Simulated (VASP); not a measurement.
Here is a VASP 6.6.1 calculation.

The input INCAR:

```
ALGO     = Normal         # electronic algorithm
EDIFF    = 1E-6           # SCF threshold, eV
ENCUT    = 520            # plane-wave cutoff, eV
GGA      = PE             # functional
ISIF     = 2              # what is computed and relaxed
ISMEAR   = 0              # smearing method
LASPH    = T              # aspherical terms in the spheres
LCHARG   = F              # write CHGCAR
LREAL    = F              # projectors in reciprocal space
LWAVE    = F              # write WAVECAR
NBANDS   = 16             # bands
NELM     = 60             # most SCF steps
PREC     = Accurate       # precision mode
SIGMA    = 0.024          # smearing width, eV
```

Contents of KPOINTS:

```
k-points
0
Gamma
  10 10 10
```

File POSCAR:

```
GaN
1.0
    0.0000000000      2.2535006075      2.2535006075
    2.2535006075      0.0000000000      2.2535006075
    2.2535006075      2.2535006075      0.0000000000
Ga N
1 1
Direct
    0.0000000000      0.0000000000      0.0000000000
    0.2500000000      0.2500000000      0.2500000000
```

Potentials or basis: VASP PAW PBE potentials, release 64 (Ga_d, N).

The run is started by

```sh
$ cat potpaw_PBE.64/Ga_d/POTCAR potpaw_PBE.64/N/POTCAR > POTCAR
$ mpirun -np 1 vasp_std > vasp.out
```

Question: Estimate the pressure.

Answer: 5.1 GPa.

Question: What does it give for the band gap on the k mesh?

Answer: 1.72 eV.

Caveat: the cell stands under pressure.
